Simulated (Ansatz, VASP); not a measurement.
**Two plane-wave programs on Cl**

POSCAR

```
Cl
1.0
    3.1450000000     -2.2500000000      0.0000000000
    3.1450000000      2.2500000000      0.0000000000
    0.0000000000      0.0000000000      8.2100000000
Cl
4
Direct
    0.3700000000      0.6300000000      0.4000000000
    0.1300000000      0.8700000000      0.9000000000
    0.6300000000      0.3700000000      0.6000000000
    0.8700000000      0.1300000000      0.1000000000
```

INCAR.step1

```
PREC = Accurate ; ENCUT = 520
EDIFF = 1E-5 ; ISMEAR = -1
SIGMA = 0.05 ; LREAL = False
LASPH = True ; NELM = 80
ALGO = Normal ; ISIF = 2
LWAVE = True ; LCHARG = False
NBANDS = 22 ; GGA = PE
LUSENCCL = False
```

The input INCAR.step2:

```
PREC = Accurate ; ENCUT = 520
EDIFF = 1E-6 ; ISMEAR = -1
SIGMA = 0.05 ; LREAL = False
LASPH = True ; NELM = 80
ALGO = Normal ; ISIF = 2
LWAVE = False ; LCHARG = False
GGA = B3 ; LHFCALC = True
AEXX = 0.2 ; AGGAX = 0.72
AGGAC = 0.81 ; ALDAC = 0.19
PRECFOCK = Normal ; NBANDS = 22
ISTART = 1 ; LUSENCCL = False
```

File KPOINTS:

```
Automatic mesh
0
Gamma
  4 4 2
```

The input input.yaml:

```yaml
crystal:
  lattice:
    - [3.145, -2.25, 0.0]
    - [3.145, 2.25, 0.0]
    - [0.0, 0.0, 8.21]
  atoms:
    - { symbol: Cl, position: [0.37, 0.63, 0.4] }
    - { symbol: Cl, position: [0.13, 0.87, 0.9] }
    - { symbol: Cl, position: [0.63, 0.37, 0.6] }
    - { symbol: Cl, position: [0.87, 0.13, 0.1] }
hamiltonian:
  xc: b3lyp
  pseudopotentials: { kind: paw }
kpoints:
  mp_grid: { grid: [4, 4, 2] }
  band_path:
    path:
      - [[0.0, 0.0, 0.0], [0.3779569104, -0.3779569104, 0.0], [0.0, -0.5, 0.0], [0.0, -0.5, -0.5], [0.3779569104, -0.3779569104, -0.5], [0.0, 0.0, -0.5], [0.0, 0.0, 0.0], [-0.5, -0.5, 0.0], [-0.3779569104, -0.6220430896, 0.0], [-0.3779569104, -0.6220430896, -0.5], [-0.5, -0.5, -0.5], [-0.5, -0.5, 0.0]]
      - [[0.0, 0.0, -0.5], [-0.5, -0.5, -0.5]]
    npoints: 4
scf:
  occupations: { method: fermi_dirac, width: 0.05 }
  n_extra_bands: 10
output:
  forces: true
  stress: true
  eigenvalues: true
  fatbands: false
  write_density: true
  write_potential: true
  elf: true
  volumetric_format: npy
```

Alike in both runs: functional B3LYP; k mesh 4 × 4 × 2; occupations fermi-dirac, width 0.05 eV; no spin polarisation.

|  | VASP | Ansatz |
| --- | --- | --- |
| version | VASP 6.6.1 | Ansatz 0.2.0 |
| potentials or method | VASP PAW PBE potentials, release 64 (Cl) | Ansatz PAW |
| plane-wave cutoff (eV) | 520 | 420 |
| valence electrons in the cell | 28 | 28 |
| task | single point | band structure |

```tsv
	VASP	Ansatz	Ansatz less VASP
gap on the k mesh at the Fermi level (eV)	4.41	4.38	-0.032
least direct gap on the mesh (eV)	4.50	4.46	-0.032
pressure (GPa)	0.5	1.1	+0.60
traceless stress, the component that is largest in VASP (GPa)	0.92	0.50	-0.417
rms of the force components (eV/Å)	0.173	0.054	-0.1192
```

VASP's potentials were made for PBE, not for B3LYP. Atom by atom the forces differ by 0.130 eV/Å (rms over components). One of these differences is far larger than is usual between the two programs; its cause wasn't traced.

The k mesh is coarse, so the values compare programs but aren't converged.
